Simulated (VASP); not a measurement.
# GeSb2Te4 in VASP: single point with PBE

Aim: the single point of GeSb2Te4 with PBE.

Everything below comes from runs of VASP 6.6.1. Logs are shortened: lines on timing, memory, paths and dates and some standing lists are left out, and cuts for length are marked.

### Step 1. The cell of the first run

The typed cell holds 7 atoms: a = 4.298 Å, b = 4.298 Å, c = 14.347 Å, α = 81.38°, β = 81.38°, γ = 60.00°.

### Step 2. Single point, PBE

INCAR reads:

```
SYSTEM = GeSb2Te4
PREC     = Accurate       ! precision mode
ENCUT    = 520            ! plane-wave cutoff, eV
EDIFF    = 1E-6           ! SCF threshold, eV
ISMEAR   = 0              ! smearing method
SIGMA    = 0.03           ! smearing width, eV
LREAL    = .FALSE.        ! projectors in reciprocal space
LASPH    = .TRUE.         ! aspherical terms in the spheres
NELM     = 60             ! most SCF steps
ALGO     = Normal         ! electronic algorithm
ISIF     = 2              ! what is computed and relaxed
LWAVE    = .FALSE.        ! write WAVECAR
LCHARG   = .FALSE.        ! write CHGCAR
GGA      = PE             ! functional
NBANDS   = 33             ! bands
```

KPOINTS reads:

```
regular mesh
0
G
  9 9 3
  0 0 0
```

POSCAR reads:

```
GeSb2Te4
1.0
   -4.2977010893      0.0000000000      0.0000000000
   -2.1488505447     -3.7219183212      0.0000000000
   -2.1490654297     -1.2407635043     14.1302728042
Ge Sb Te
1 2 4
Direct
    0.4330304962      0.4330304962      0.2073377777
   -0.0883271650     -0.0883271650      0.7713543595
    0.6732446149      0.6732446149      0.4866674886
    0.7996102087      0.7996102087      0.1076086130
   -0.4620116220     -0.4620116220      0.8923956264
    0.2933331639      0.2933331639      0.6263878696
    0.0477728085      0.0477728085      0.3630952651
```

Potentials or basis: VASP PAW PBE potentials, release 64 (Ge_d, Sb, Te).

The run is started by

```
$ cat potpaw_PBE.64/Ge_d/POTCAR potpaw_PBE.64/Sb/POTCAR potpaw_PBE.64/Te/POTCAR > POTCAR
$ mpirun -np 1 vasp_std > vasp.out
```

OUTCAR:

```text
SYSTEM = GeSb2Te4
   PREC = Accurate
   ENCUT = 520
   EDIFF = 1E-6
   ISMEAR = 0
   LREAL = .FALSE.
   LASPH = .TRUE.
   NELM = 60
   ISIF = 2
   GGA = PE

 ion  position               nearest neighbor table
   1  0.433  0.433  0.207-   4 2.85   4 2.85   4 2.85
   2  0.912  0.912  0.771-   5 3.01   5 3.01   5 3.01   6 3.22   6 3.22   6 3.22
   3  0.673  0.673  0.487-   7 3.03   7 3.03   7 3.03   6 3.17   6 3.17   6 3.17
   4  0.800  0.800  0.108-   1 2.85   1 2.85   1 2.85
   5  0.538  0.538  0.892-   2 3.01   2 3.01   2 3.01
   6  0.293  0.293  0.626-   3 3.17   3 3.17   3 3.17   2 3.22   2 3.22   2 3.22
   7  0.048  0.048  0.363-   3 3.03   3 3.03   3 3.03

  LATTYP: Found a base centered monoclinic cell.
 ALAT       =     7.4438366425
 B/A-ratio  =     0.5773502692
 C/A-ratio  =     1.9273015968
 COS(beta)  =    -0.1729706794

  Lattice vectors:

 A1 = (   4.2977010893,   0.0000000000,   0.0000000000)
 A2 = (   2.1488505447,   3.7219183212,   0.0000000000)
 A3 = (  -2.1490654297,  -1.2407635043,  14.1302728042)

Analysis of symmetry for initial positions (statically):
=====================================================================
 Subroutine PRICEL returns:
 Original cell was already a primitive cell.

 Routine SETGRP: Setting up the symmetry group for a
 base centered monoclinic supercell.

 Subroutine GETGRP returns: Found  2 space group operations
 (whereof  2 operations were pure point group operations)
 out of a pool of  4 trial point group operations.

The static configuration has the point symmetry C_1h.

Analysis of symmetry for dynamics (positions and initial velocities):
=====================================================================
 Subroutine PRICEL returns:
 Original cell was already a primitive cell.

 Routine SETGRP: Setting up the symmetry group for a
 base centered monoclinic supercell.

 Subroutine GETGRP returns: Found  2 space group operations
 (whereof  2 operations were pure point group operations)
 out of a pool of  4 trial point group operations.

The dynamic configuration has the point symmetry C_1h.

 Subroutine INISYM returns: Found  2 space group operations
 (whereof  2 operations are pure point group operations),
 and found     1 'primitive' translations

----------------------------------------------------------------------------------------

                                     Primitive cell

  volume of cell :     226.0235

[... 118 lines left out ...]
   ENCUT  =  520.0 eV  38.22 Ry    6.18 a.u.   7.99  7.99 26.68*2*pi/ulx,y,z
   NELM   =     60;   NELMIN=  2; NELMDL= -5     # of ELM steps
   EDIFF  = 0.1E-05   stopping-criterion for ELM
   LREAL  =      F    real-space projection
   EDIFFG = 0.1E-04   stopping-criterion for IOM
   NSW    =      0    number of steps for IOM
   IBRION =     -1    ionic relax: 0-MD 1-quasi-New 2-CG
   NFREE  =      0    steps in history (QN), initial steepest desc. (CG)
   ISIF   =      2    stress and relaxation
   ISYM   =      2    0-nonsym 1-usesym 2-fastsym
   POTIM  = 0.5000    time-step for ionic-motion
   TEBEG  =    0.0;   TEEND  =   0.0 temperature during run
   PSTRESS=    0.0 pullay stress
   NELECT =      48.0000    total number of electrons
   NUPDOWN=      -1.0000    fix difference up-down
   EMIN   =  10.00;   EMAX   =-10.00  energy-range for DOS
   EFERMI =   0.00;   METHOD = LEGACY
   ISMEAR =     0;   SIGMA  =   0.03  broadening in eV -4-tet -1-fermi 0-gaus
   EFERMI_NEDOS =   21; number of points for ismear=-14 and -15
   IALGO  =     38    algorithm
   IMIX   =      4    mixing-type and parameters
     AMIX     =   0.40;   BMIX     =  1.00
     AMIX_MAG =   1.60;   BMIX_MAG =  1.00
  volume/ion in A,a.u.               =      32.29       217.90
  Fermi-wavevector in a.u.,A,eV,Ry     =   0.976721  1.845736 12.979750  0.953985
  Thomas-Fermi vector in A             =   2.107363
   LORBIT       =      0    0 simple, 1 ext, 2 COOP (PROOUT), +10 PAW based schemes
   GGA     = PE    functional components
   LHFCALC =     F    Hartree Fock is set to
   AEXX    =    0.0000 exact exchange contribution
   IVDW    =     0    specifies the selected vdW correction
   LEPSILON=     F    determine dielectric tensor
   LRPA    =     F    only Hartree local field effects (RPA)
 non-spin polarized calculation
 Gauss-broadening in eV      SIGMA  =   0.03
  energy-cutoff  :      520.00
  volume of cell :      226.02
 maximum number of plane-waves:      6107
   NGX = 15   NGY = 15   NGZ = 53

 number of electron      47.9999998 magnetization

 Free energy of the ion-electron system (eV)
  ---------------------------------------------------
  ext. energy  EPLUGINS =         0.00000000
  ---------------------------------------------------
  free energy    TOTEN  =       -26.07613686 eV

  energy without entropy =      -26.07613686  energy(sigma->0) =      -26.07613686

 E-fermi :   6.0218     XC(G=0):  -9.1632

 val. band max:        5.8235439317   @ k =   0.1111   0.0000   0.0000
 cond. band min:       6.1981706698   @ k =  -0.3333  -0.3333   0.3333
 fundamental gap:      0.3746267381
 Fermi energy:         6.0218111947

 k-point     1 :       0.0000    0.0000    0.0000
  band No.  band energies     occupation
      1     -18.8421      2.00000
      2     -18.8421      2.00000
      3     -18.8317      2.00000
      4     -18.8317      2.00000
      5     -18.8281      2.00000
      6      -7.2338      2.00000
[... 853 lines left out ...]
     32       9.3078      0.00000
     33       9.4264      0.00000

 [... further k-points ...]
[... 5 lines left out ...]
  --------------------------------------------------------------------------------------
  -------------------------------------------------------------------------------------
  Total       -0.2003175     -0.2024674      0.6390889      0.0018619      0.0016449      0.0028490
  in kB       -1.4199594     -1.4351991      4.5302095      0.0131980      0.0116598      0.0201952
  external PRESSURE =       0.5583503 kB  Pullay stress =       0.0000000 kB

 VOLUME and BASIS-vectors are now :
 -----------------------------------------------------------------------------
  energy-cutoff  :      520.00
  volume of cell :      226.02
      direct lattice vectors                 reciprocal lattice vectors
    -4.297701089  0.000000000  0.000000000    -0.232682539  0.134339326 -0.023592373
    -2.148850545 -3.721918321  0.000000000     0.000000000 -0.268678653 -0.023592373
    -2.149065430 -1.240763504 14.130272804     0.000000000  0.000000000  0.070770042

 POSITION                                       TOTAL-FORCE (eV/Angst)
 -----------------------------------------------------------------------------------
     -3.23714     -1.86896      2.92974        -0.000176     -0.000102      0.083384
     -7.53484     -4.35024     10.89945        -0.000004     -0.000002     -0.092759
     -5.38599     -3.10960      6.87674         0.000002      0.000001      0.002116
     -5.38599     -3.10960      1.52054        -0.000152     -0.000088      0.063856
     -5.38599     -3.10960     12.60979         0.000121      0.000070     -0.071840
     -3.23714     -1.86896      8.85103         0.000040      0.000023      0.039929
     -1.08829     -0.62832      5.13064         0.000168      0.000097     -0.024687
 -----------------------------------------------------------------------------------
    total drift:                               -0.000147     -0.000085      0.001227

  FREE ENERGIE OF THE ION-ELECTRON SYSTEM (eV)
  ---------------------------------------------------
  free  energy   TOTEN  =       -26.0761368560 eV

  energy  without entropy=      -26.0761368560  energy(sigma->0) =      -26.07613686
```

OSZICAR:

```text
N       E                     dE             d eps       ncg     rms          rms(c)
DAV:   1     0.356632703117E+03    0.35663E+03   -0.18456E+04  5474   0.166E+03
DAV:   2     0.250257807105E+02   -0.33161E+03   -0.31413E+03  5207   0.413E+02
DAV:   3    -0.236287572187E+02   -0.48655E+02   -0.46627E+02  5793   0.117E+02
DAV:   4    -0.261994933168E+02   -0.25707E+01   -0.25429E+01  5395   0.320E+01
DAV:   5    -0.262889923282E+02   -0.89499E-01   -0.89285E-01  6622   0.617E+00    0.935E+00
DAV:   6    -0.260749279419E+02    0.21406E+00   -0.24878E-01  6252   0.350E+00    0.658E+00
DAV:   7    -0.260973317477E+02   -0.22404E-01   -0.25569E-01  5381   0.298E+00    0.128E+00
DAV:   8    -0.260768790231E+02    0.20453E-01   -0.64953E-02  5409   0.177E+00    0.509E-01
DAV:   9    -0.260758848768E+02    0.99415E-03   -0.17631E-02  5164   0.594E-01    0.417E-01
DAV:  10    -0.260759745170E+02   -0.89640E-04   -0.35953E-03  5515   0.236E-01    0.217E-01
DAV:  11    -0.260761028107E+02   -0.12829E-03   -0.45786E-04  5434   0.101E-01    0.935E-02
DAV:  12    -0.260761307071E+02   -0.27896E-04   -0.79868E-05  5381   0.521E-02    0.283E-02
DAV:  13    -0.260761355898E+02   -0.48827E-05   -0.24480E-05  5347   0.250E-02    0.105E-02
DAV:  14    -0.260761366073E+02   -0.10175E-05   -0.48303E-06  4951   0.965E-03    0.831E-03
DAV:  15    -0.260761368560E+02   -0.24865E-06   -0.11473E-06  2923   0.495E-03
   1 F= -.26076137E+02 E0= -.26076137E+02  d E =-.409134E-18
```

stdout:

```text
POSCAR found type information on POSCAR GeSbTe
 POSCAR found :  3 types and       7 ions
 scaLAPACK will be used
 -----------------------------------------------------------------------------
|                                                                             |
|           W    W    AA    RRRRR   N    N  II  N    N   GGGG   !!!           |
|           W    W   A  A   R    R  NN   N  II  NN   N  G    G  !!!           |
[... 37 lines left out ...]
|                                                                             |
 -----------------------------------------------------------------------------

 POSCAR, INCAR and KPOINTS ok, starting setup
 FFT: planning ... GRIDC
 FFT: planning ... GRID_SOFT
 FFT: planning ... GRID
 WAVECAR not read
 entering main loop
```

It took 8.4 min on 1 thread of Intel Xeon Platinum 8488C (Sapphire Rapids), shared host; peak memory 0.65 GiB.

Results:

| Property | Result |
| --- | --- |
| Free energy | -26.0761 eV |
| Pressure | 0.1 GPa |
| Largest force | 0.093 eV/Å |
| Band gap on the k mesh | 0.37 eV, indirect (least direct gap 0.42 eV) |

Forces on the atoms (eV/Å):
```
Ge   0.000  0.000  0.083
Sb   0.000  0.000 -0.093
Sb   0.000  0.000  0.002
Te   0.000  0.000  0.064
Te   0.000  0.000 -0.072
Te   0.000  0.000  0.040
Te   0.000  0.000 -0.025
```

Stress tensor (GPa, compression positive):
```
-0.14  0.00  0.00
 0.00 -0.14  0.00
 0.00  0.00  0.45
```

Levels at points of the mesh, in eV from the valence-band top:
```
           k point  band 22  band 23  band 24  band 25  band 26  band 27
(0.00, 0.00, 0.00)    -1.25    -0.97    -0.13     0.48     0.48     0.49
```

Caveat: spin-orbit coupling is left out, which moves the levels of the heavy elements. A k mesh can miss the band edges.
